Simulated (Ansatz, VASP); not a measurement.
HfC: VASP beside Ansatz

The input INCAR:

```
SYSTEM = HfC
PREC = Accurate
ENCUT = 600
EDIFF = 1E-7
ISMEAR = 0
SIGMA = 0.1
LREAL = .FALSE.
LASPH = .TRUE.
NELM = 100
ALGO = Normal
ISIF = 3
LWAVE = .FALSE.
LCHARG = .FALSE.
GGA = PS
IBRION = 2
NSW = 80
EDIFFG = -0.05
```

The input KPOINTS:

```
Automatic mesh
0
G
  8 8 8
  0 0 0
```

Contents of POSCAR:

```
HfC
1.0
    0.0000000000      2.2362946659      2.2362946659
    2.2362946659      0.0000000000      2.2362946659
    2.2362946659      2.2362946659      0.0000000000
Hf C
1 1
Direct
    0.0000000000      0.0000000000      0.0000000000
    0.5000000000      0.5000000000      0.5000000000
```

Input for Ansatz:

```yaml
crystal:
  lattice:
    - [0.0, 2.2362946659, 2.2362946659]
    - [2.2362946659, 0.0, 2.2362946659]
    - [2.2362946659, 2.2362946659, 0.0]
  atoms:
    - { symbol: Hf, position: [0.0, 0.0, 0.0] }
    - { symbol: C, position: [0.5, 0.5, 0.5] }
basis:
  ecutwfc: 420
kpoints:
  mp_grid: { grid: [8, 8, 8] }
hamiltonian:
  xc: pbesol
scf:
  occupations: { method: gaussian, width: 0.1 }
output:
  forces: true
  stress: true
  eigenvalues: true
relax:
  adjacent_minimum: "off"
  f_tol: 0.05
  max_steps: 60
  cell: { stress_tol: 0.5 }
```

Alike in both runs: task relaxation of cell and atoms; functional PBEsol; k mesh 8 × 8 × 8; occupations gaussian, width 0.1 eV; no spin polarisation.

```csv
,VASP,Ansatz
version,VASP 6.6.1,Ansatz 0.2.0
potentials or method,"VASP PAW PBE potentials, release 64 (Hf_pv, C), cutoff 600 eV","scalar-relativistic, plane waves, PAW"
valence electrons in the cell,14,30
```

|  | VASP | Ansatz | Ansatz less VASP |
| --- | --- | --- | --- |
| gap on the k mesh at the Fermi level, each at its own relaxed structure (eV) | none | none | - |
| relaxed volume (Å³/atom) | 12.21 | 12.21 | -0.001 |
| relaxed cell length with the largest relative difference (Å) | 3.257 | 3.257 | -0.0001 |

VASP's potentials were made for PBE, not for PBEsol. A gap of «none» marks a metal or a gap that the smearing closes. VASP's potentials hold 14 valence electrons a cell and Ansatz's 30, so a difference there can come from the potentials and not from the codes.

Neither program's run includes spin-orbit coupling.
